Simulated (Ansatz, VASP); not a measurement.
**Pb: VASP beside Ansatz**

```
Pb
1.0
     0.00000    2.51759    2.51759
     2.51759    0.00000    2.51759
     2.51759    2.51759    0.00000
Pb
1
Cartesian
  0.0000 0.0000 0.0000
```

Alike in both runs: functional PBE; k mesh 11 × 11 × 11; occupations fermi-dirac, width 0.1 eV; no spin polarisation.

Ansatz relaxed the structure, and its values are those at the end. VASP's run is a single point on that final structure, the one shown.

|  | VASP | Ansatz |
| --- | --- | --- |
| version | VASP 6.6.1 | Ansatz 0.2.0 |
| potentials or method | VASP PAW PBE potentials, release 64 (Pb_d), cutoff 520 eV | plane waves (420 eV) with PAW, scalar-relativistic |
| valence electrons in the cell | 14 | 14 |

|  | VASP | Ansatz | Ansatz less VASP |
| --- | --- | --- | --- |
| pressure (GPa) | -0.1 | 0.0 | +0.05 |

The functional is the same, so the differences come from potentials, cutoffs and numerics.

Neither program's run includes spin-orbit coupling.
